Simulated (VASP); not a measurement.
Set up this calculation in VASP 6.6.1, as the native input.

| Property | Result |
| --- | --- |
| Task | single point |
| Functional | PBEsol |
| Potentials or basis | VASP PAW PBE potentials, release 64 (Zr_sv) |
| Cutoff | 520 eV |
| k mesh | 10 × 10 × 10 |
| Occupations | fermi-dirac, width 0.05 eV |
| Spin | no spin polarisation |
| Dipole correction | no |
| Further INCAR settings | ALGO = Fast; EDIFF = 1e-06; NBANDS = 12 |

The structure of Zr lies in POSCAR:

```
Zr
1.0
   -1.8442710000      1.8602350000      1.7745700000
    1.8791240000     -1.8714960000      1.8206840000
    1.7505400000      1.7777650000     -1.7858310000
Zr
1
Direct
    0.0223870000     -0.0039880000      0.0120070000
```

This cell differs from its parent crystal: the cell strained at random.

These files were run (other wordings do the same):

INCAR

```
PREC = Accurate
ENCUT = 520
EDIFF = 1E-6
ISMEAR = -1
SIGMA = 0.05
LREAL = False
LASPH = True
NELM = 60
ALGO = Fast
ISIF = 2
LWAVE = False
LCHARG = False
GGA = PS
NBANDS = 12
```

KPOINTS

```
Automatic mesh
0
Gamma
  10 10 10
```

Potentials or basis: VASP PAW PBE potentials, release 64 (Zr_sv).

The run is started by

```sh
$ cat potpaw_PBE.64/Zr_sv/POTCAR > POTCAR
$ mpirun -np 1 vasp_std > vasp.out
```

Results of the run:

* Pressure: -6.9 GPa
* Band gap on the k mesh: zero (band 6 reaches 9.33 eV, above the bottom of band 7 at 7.77 eV)

Caveat: the cell differs from its parent crystal (the cell strained at random); the PAW data sets were made with another functional, which shifts forces and pressure a little.

It took 74 s on 1 thread of Intel(R) Xeon(R) Platinum 8559C (Emerald Rapids), with other jobs on the host, peak memory 0.24 GiB.
